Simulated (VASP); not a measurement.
Write the native input for VASP 6.6.1 that does the following.

| Quantity | Value |
| --- | --- |
| Task | relaxation of cell and atoms |
| Functional | PBE |
| Potentials or basis | VASP PAW PBE potentials, release 64 (Ta_pv, F) |
| Cutoff | 600 eV |
| k mesh | 5 × 5 × 5 |
| Occupations | fermi-dirac, width 0.1 eV |
| Spin | no spin polarisation |
| Dipole correction | no |
| Further INCAR settings | ALGO = Normal; EDIFF = 1e-07; IBRION = 2; EDIFFG = -0.01; NSW = 60; ISIF = 3 |

The structure of TaF3 lies in POSCAR:

```
TaF3
1.0
    3.9477130000      0.0000000000      0.0000000000
    0.0000000000      3.9477130000      0.0000000000
    0.0000000000      0.0000000000      3.9477130000
Ta F
1 3
Direct
    0.0000000000      0.0000000000      0.0000000000
    0.5000000000      0.0000000000      0.0000000000
    0.0000000000      0.5000000000      0.0000000000
    0.0000000000      0.0000000000      0.5000000000
```

These files were run (other wordings do the same):

INCAR

```
SYSTEM = TaF3
PREC = Accurate
ENCUT = 600
EDIFF = 1E-7
ISMEAR = -1
SIGMA = 0.1
LREAL = .False.
LASPH = .True.
NELM = 60
ALGO = Normal
ISIF = 3
LWAVE = .False.
LCHARG = .False.
GGA = PE
IBRION = 2
NSW = 60
EDIFFG = -0.01
```

KPOINTS

```
Automatic mesh
0
Gamma
  5 5 5
  0 0 0
```

Potentials or basis: VASP PAW PBE potentials, release 64 (Ta_pv, F).

Run with:

```sh
$ cat potpaw_PBE.64/Ta_pv/POTCAR potpaw_PBE.64/F/POTCAR > POTCAR
$ mpirun -np 1 vasp_std > vasp.out
```

Results of the run:

The relaxed volume is 17.55 Å³/atom. The relaxed cell is a = 4.125 Å, b = 4.125 Å, c = 4.125 Å, α = 90.00°, β = 90.00°, γ = 90.00° and the space group after relaxing (to 0.05 Å) is Pm-3m (No. 221). The energy gained by relaxing is 113.7 meV/atom, the ionic steps are 16 and the pressure after relaxing is 0.1 GPa. The band gap on the k mesh is zero (band 16 reaches 4.30 eV, above the bottom of band 17 at 2.34 eV).

Caveat: spin-orbit coupling is left out, which moves the levels of the heavy elements; the volume moved by +14 % from the deposited cell, more than functionals usually miss.

Run time: 83 s on 1 thread of AMD EPYC 9R45 (Zen 5) (shared host), peak memory 0.16 GiB.
